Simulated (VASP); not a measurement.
# GdN (Fm-3m) in VASP: notebook

GdN is run at these levels: PBE+U; tasks: single point.

Program: VASP 6.6.1. These are calculated values, not measurements. Logs are shortened: lines on timing, memory, paths and dates and some standing lists are left out, and cuts for length are marked.

### 1 The cell of the first run

It takes space group Fm-3m (No. 225, cubic). Conventional cell: a = 5.002 Å, b = 5.002 Å, c = 5.002 Å, α = 90.00°, β = 90.00°, γ = 90.00°. Gd (site symmetry m-3m) has 6 N at 2.50 Å within 3.3 Å. N (site symmetry m-3m) has 6 Gd at 2.50 Å within 3.3 Å.

### 2 Single point, PBE+U, collinear spin, antiferromagnetic start

The input, INCAR:

```
PREC     = Accurate       # precision mode
ENCUT    = 520            # plane-wave cutoff, eV
EDIFF    = 1E-7           # SCF threshold, eV
ISMEAR   = 0              # smearing method
SIGMA    = 0.05           # smearing width, eV
LREAL    = False          # projectors in reciprocal space
LASPH    = True           # aspherical terms in the spheres
NELM     = 150            # most SCF steps
ALGO     = Normal         # electronic algorithm
ISIF     = 2              # what is computed and relaxed
LWAVE    = False          # write WAVECAR
LCHARG   = False          # write CHGCAR
ISPIN    = 2              # spin polarisation
MAGMOM   = 7 -7 0 0       # initial moments
LORBIT   = 11             # projections on sites
LMAXMIX  = 6              # l up to which the mixer works
LDAU     = True           # DFT+U
LDAUTYPE = 2            
LDAUL    = 3 -1           # shell
LDAUU    = 6 0            # U, eV
LDAUJ    = 0 0          
LDAUPRINT= 1            
GGA      = PE             # functional
NBANDS   = 35             # bands
```

The input, KPOINTS:

```
Automatic mesh
0
Gamma
  10 10 5
```

The input, POSCAR:

```
GdN
1.0
    0.0000000000      2.5011167849      2.5011167849
    2.5011167849      0.0000000000      2.5011167849
    5.0022335698      5.0022335698      0.0000000000
Gd N
2 2
Direct
    0.5000000000      0.5000000000      0.2500000000
    0.5000000000      0.5000000000      0.7500000000
    0.0000000000      0.0000000000      0.0000000000
    0.0000000000      0.0000000000      0.5000000000
```

Potentials or basis: VASP PAW PBE potentials, release 64 (Gd, N).

Launch:

```console
cat potpaw_PBE.64/Gd/POTCAR potpaw_PBE.64/N/POTCAR > POTCAR
mpirun -np 1 vasp_std > vasp.out
```

OUTCAR:

```text
PREC = Accurate
   ENCUT = 520
   EDIFF = 1E-7
   ISMEAR = 0
   LREAL = False
   LASPH = True
   NELM = 150
   ISIF = 2
   ISPIN = 2
   LORBIT = 11
   GGA = PE

 ion  position               nearest neighbor table
   1  0.500  0.500  0.250-   3 2.50   3 2.50   4 2.50   3 2.50   4 2.50   4 2.50   2 3.54   2 3.54
                             2 3.54   2 3.54   2 3.54   2 3.54
   2  0.500  0.500  0.750-   4 2.50   3 2.50   4 2.50   3 2.50   4 2.50   3 2.50   1 3.54   1 3.54
                             1 3.54   1 3.54   1 3.54   1 3.54
   3  0.000  0.000  0.000-   2 2.50   1 2.50   2 2.50   1 2.50   2 2.50   1 2.50
   4  0.000  0.000  0.500-   1 2.50   1 2.50   2 2.50   1 2.50   2 2.50   2 2.50

  LATTYP: Found a trigonal (rhomboedric) cell.
 ALAT       =     6.1264599101
 COS(alpha) =     0.8333333333

  Lattice vectors:

 A1 = (   5.0022335698,   2.5011167849,  -2.5011167849)
 A2 = (   2.5011167849,   2.5011167849,  -5.0022335698)
 A3 = (   2.5011167849,   5.0022335698,  -2.5011167849)

Analysis of symmetry for initial positions (statically):
=====================================================================
 Subroutine PRICEL returns following result:

  LATTYP: Found a face centered cubic cell.
 ALAT       =     5.0022335698
[... 12 lines left out ...]
 Subroutine GETGRP returns: Found 12 space group operations
 (whereof 12 operations were pure point group operations)
 out of a pool of 12 trial point group operations.

The static configuration has the point symmetry D_3d.

Analysis of symmetry for dynamics (positions and initial velocities):
=====================================================================
 Subroutine PRICEL returns following result:

  LATTYP: Found a face centered cubic cell.
 ALAT       =     5.0022335698
[... 12 lines left out ...]
 Subroutine GETGRP returns: Found 12 space group operations
 (whereof 12 operations were pure point group operations)
 out of a pool of 12 trial point group operations.

The dynamic configuration has the point symmetry D_3d.

Analysis of structural, dynamic, and magnetic symmetry:
=====================================================================
 Subroutine PRICEL returns following result:

[... 259 lines left out ...]
  o =  0.9906  v =  0.0000  0.0000  0.0000  0.0000  0.0000  0.0000  0.0000  0.3536  0.0000 -0.4564  0.0000  0.4564  0.5774  0.3536      0.0000  0.0000  0.0000  0.0000  0.0000  0.0000  0.0000  0.0000  0.0000  0.0000  0.0000  0.0000  0.0000  0.0000
  o =  0.9931  v =  0.0000  0.0000  0.0000  0.0000  0.0000  0.0000  0.0000 -0.5593  0.0000 -0.4325 -0.0001  0.4326  0.0012 -0.5595      0.0000  0.0000  0.0000  0.0000  0.0000  0.0000  0.0000  0.0000  0.0000  0.0000  0.0000  0.0000  0.0000  0.0000
  o =  0.9931  v =  0.0000  0.0000  0.0000  0.0000  0.0000  0.0000  0.0000  0.3222  0.0000  0.2509 -0.8165  0.2508 -0.0000 -0.3220      0.0000  0.0000  0.0000  0.0000  0.0000  0.0000  0.0000  0.0000  0.0000  0.0000  0.0000  0.0000  0.0000  0.0000
  o =  0.9932  v =  0.0000  0.0000  0.0000  0.0000  0.0000  0.0000  0.0000 -0.4564 -0.0058 -0.3535 -0.5773 -0.3535 -0.0000  0.4564      0.0000  0.0000  0.0000  0.0000  0.0000  0.0000  0.0000  0.0000  0.0000  0.0000  0.0000  0.0000  0.0000  0.0000

 number of electron      46.0000002 magnetization       0.0000000

 Free energy of the ion-electron system (eV)
  ---------------------------------------------------
  ext. energy  EPLUGINS =         0.00000000
  ---------------------------------------------------
  free energy    TOTEN  =       -45.61224214 eV

  energy without entropy =      -45.61207481  energy(sigma->0) =      -45.61215847

 E-fermi :   3.6930     XC(G=0): -11.5274

 val. band max:        3.6529212589   @ k =   0.0000   0.0000   0.0000
 cond. band min:       3.7348947866   @ k =   0.5000   0.0000   0.0000
 fundamental gap:      0.0819735276
 Fermi energy:         3.6929703541

 spin component 1

 k-point     1 :       0.0000    0.0000    0.0000
  band No.  band energies     occupation
      1     -39.9475      1.00000
      2     -36.8210      1.00000
      3     -17.7070      1.00000
      4     -17.0291      1.00000
      5     -17.0291      1.00000
      6     -15.2940      1.00000
[... 1817 lines left out ...]
     34      10.0358      0.00000
     35      10.1915      0.00000

 [... further k-points ...]

------------------------ aborting loop because EDIFF is reached ----------------------------------------

  FORCE on cell =-STRESS in cart. coord.  units (eV):
  Direction    XX          YY          ZZ          XY          YZ          ZX
  --------------------------------------------------------------------------------------
  -------------------------------------------------------------------------------------
  Total        0.1906091      0.1906091      0.1906091      0.0336409     -0.0336409     -0.0336409
  in kB        4.8796913      4.8796913      4.8796913      0.8612254     -0.8612254     -0.8612254
  external PRESSURE =       4.8796913 kB  Pullay stress =       0.0000000 kB

 VOLUME and BASIS-vectors are now :
 -----------------------------------------------------------------------------
  energy-cutoff  :      520.00
  volume of cell :       62.58
      direct lattice vectors                 reciprocal lattice vectors
     0.000000000  2.501116785  2.501116785    -0.199910697  0.199910697  0.199910697
     2.501116785  0.000000000  2.501116785     0.199910697 -0.199910697  0.199910697
     5.002233570  5.002233570  0.000000000     0.099955349  0.099955349 -0.099955349

 POSITION                                       TOTAL-FORCE (eV/Angst)
 -----------------------------------------------------------------------------------
      2.50112      2.50112      2.50112         0.000000      0.000000     -0.000000
      5.00223      5.00223      2.50112        -0.000000     -0.000000      0.000000
      0.00000      0.00000      0.00000         0.000000     -0.000000      0.000000
      2.50112      2.50112      0.00000         0.000000     -0.000000      0.000000
 -----------------------------------------------------------------------------------
    total drift:                                0.000000      0.000000      0.000000

  FREE ENERGIE OF THE ION-ELECTRON SYSTEM (eV)
  ---------------------------------------------------
  free  energy   TOTEN  =       -45.6122421363 eV

  energy  without entropy=      -45.6120748066  energy(sigma->0) =      -45.61215847

 total charge

# of ion       s       p       d       f       tot
--------------------------------------------------
    1        2.035   5.668   0.534   6.973  15.211
    2        2.035   5.668   0.534   6.973  15.211
    3        1.248   2.386   0.000   0.000   3.634
    4        1.248   2.386   0.000   0.000   3.634
--------------------------------------------------
tot          6.567  16.108   1.069  13.946  37.689

 magnetization (x)

# of ion       s       p       d       f       tot
--------------------------------------------------
    1       -0.004  -0.084   0.055   6.895   6.862
    2        0.004   0.084  -0.055  -6.895  -6.862
    3        0.000   0.000   0.000   0.000   0.000
    4        0.000   0.000   0.000   0.000   0.000
--------------------------------------------------
tot          0.000   0.000   0.000   0.000   0.000
```

Wall time 18 min (1 thread of Oxide Virtual Turin-like, shared host); peak memory 0.33 GiB.

What came out:

* Free energy: -45.6122 eV
* Pressure: 0.5 GPa
* Band gap on the k mesh: 0.08 eV
* Net moment: 0.00 μB per cell
* Site moments: Gd +6.86, -6.86; N +0.00 μB
* Valence electrons inside the program's atomic spheres: Gd 15.21; N 3.63

Levels at points of the mesh, in eV from the valence-band top:
Spin up:
| k point | band 21 | band 22 | band 23 | band 24 | band 25 | band 26 |
| --- | --- | --- | --- | --- | --- | --- |
| (0.00, 0.00, 0.00) | -0.01 | 0.00 | 0.00 | 3.05 | 3.05 | 3.05 |
| (0.50, 0.00, 0.00) | -1.05 | -0.24 | -0.23 | 0.08 | 4.80 | 4.99 |
Spin down:
| k point | band 20 | band 21 | band 22 | band 23 | band 24 | band 25 | band 26 | band 27 |
| --- | --- | --- | --- | --- | --- | --- | --- | --- |
| (0.00, 0.00, 0.00) | -2.24 | -0.01 | 0.00 | 0.00 | 3.05 | 3.05 | 3.05 | 3.62 |
| (0.50, 0.00, 0.00) | -2.24 | -1.05 | -0.24 | -0.23 | 0.08 | 4.80 | 4.99 | 5.12 |

Eigenvalues of the final occupation matrices:
```tsv
site	spin	trace	eigenvalues
site 1 f	1	6.94	0.99 0.99 0.99 0.99 0.99 0.99 0.99
site 1 f	2	0.04	0.00 0.00 0.00 0.00 0.01 0.01 0.01
site 2 f	1	0.04	0.00 0.00 0.00 0.00 0.01 0.01 0.01
site 2 f	2	6.94	0.99 0.99 0.99 0.99 0.99 0.99 0.99
```

Caveat: spin-orbit coupling is left out, which moves the levels of the heavy elements.

### 3 Single point, PBE+U, collinear spin, antiferromagnetic start

This run uses another cell than the first one, of the same volume but with other edges.

The input, INCAR:

```
SYSTEM = GdN
ALGO = Normal
EDIFF = 1E-7
ENCUT = 520
GGA = PE
ISIF = 2
ISMEAR = 0
ISPIN = 2
LASPH = .TRUE.
LCHARG = .TRUE.
LDAU = .TRUE.
LDAUJ = 0 0
LDAUL = 3 -1
LDAUPRINT = 1
LDAUTYPE = 2
LDAUU = 6 0
LELF = .TRUE.
LMAXMIX = 6
LORBIT = 11
LREAL = .FALSE.
LVHAR = .TRUE.
LWAVE = .FALSE.
MAGMOM = 7 -7 0 0
NBANDS = 35
NELM = 150
PREC = Accurate
SIGMA = 0.05
```

The input, KPOINTS:

```
k-points
0
G
  10 10 5
  0 0 0
```

The input, POSCAR:

```
GdN
1.0
    0.0000000000      2.5011167849      2.5011167849
    5.0022335698      2.5011167849      2.5011167849
    5.0022335698      5.0022335698      0.0000000000
Gd N
2 2
Direct
    0.5000000000      0.5000000000      0.0000000000
    0.5000000000      0.5000000000      0.5000000000
    0.0000000000      0.0000000000      0.0000000000
    0.0000000000      0.0000000000      0.5000000000
```

Potentials or basis: VASP PAW PBE potentials, release 64 (Gd, N).

Launch:

```console
cat potpaw_PBE.64/Gd/POTCAR potpaw_PBE.64/N/POTCAR > POTCAR
mpirun -np 1 vasp_std > vasp.out
```

Run time: 26 min. Hardware: 1 thread of Oxide Virtual Turin-like, shared host; peak memory 0.42 GiB.

The run converged. Its results:

```
Free energy                                           : -45.6086 eV
Pressure                                              : 0.4 GPa
Net moment                                            : 0.00 μB per cell
Site moments                                          : Gd +6.85, -6.85; N +0.04, -0.04 μB
Valence electrons inside the program's atomic spheres : Gd 15.21; N 3.63
```

Stress tensor (GPa, compression positive):
```
0.57 0.00 0.00
0.00 0.39 0.00
0.00 0.00 0.39
```

Levels at points of the mesh, in eV from the Fermi level:
Spin up:
```csv
k point,band 19,band 20,band 21,band 22,band 23,band 24,band 25,band 26,band 27,band 28
"(0.00, 0.00, 0.00)",-0.34,-0.34,-0.06,-0.01,-0.01,0.01,3.00,3.00,3.08,3.56
"(0.50, 0.00, 0.00)",-3.97,-2.38,-2.33,-2.25,-2.20,4.68,4.80,4.91,5.03,5.09
"(0.50, 0.50, 0.00)",-1.12,-0.38,-0.28,-0.28,-0.21,0.02,0.02,5.02,5.02,5.19
```
Spin down:
```
           k point  band 21  band 22  band 23  band 24  band 25  band 26
(0.00, 0.00, 0.00)    -0.06    -0.01    -0.01     0.01     3.00     3.00
(0.50, 0.00, 0.00)    -2.33    -2.25    -2.20     4.68     4.80     4.91
(0.50, 0.50, 0.00)    -0.28    -0.28    -0.21     0.02     0.02     5.02
```

Eigenvalues of the final occupation matrices:
```tsv
site	spin	trace	eigenvalues
site 1 f	1	6.94	0.99 0.99 0.99 0.99 0.99 0.99 0.99
site 1 f	2	0.04	0.00 0.00 0.00 0.00 0.01 0.01 0.01
site 2 f	1	0.04	0.00 0.00 0.00 0.00 0.01 0.01 0.01
site 2 f	2	6.94	0.99 0.99 0.99 0.99 0.99 0.99 0.99
```

Caveat: spin-orbit coupling is left out, which moves the levels of the heavy elements. The state reached can hang on the start; a lower one may exist.
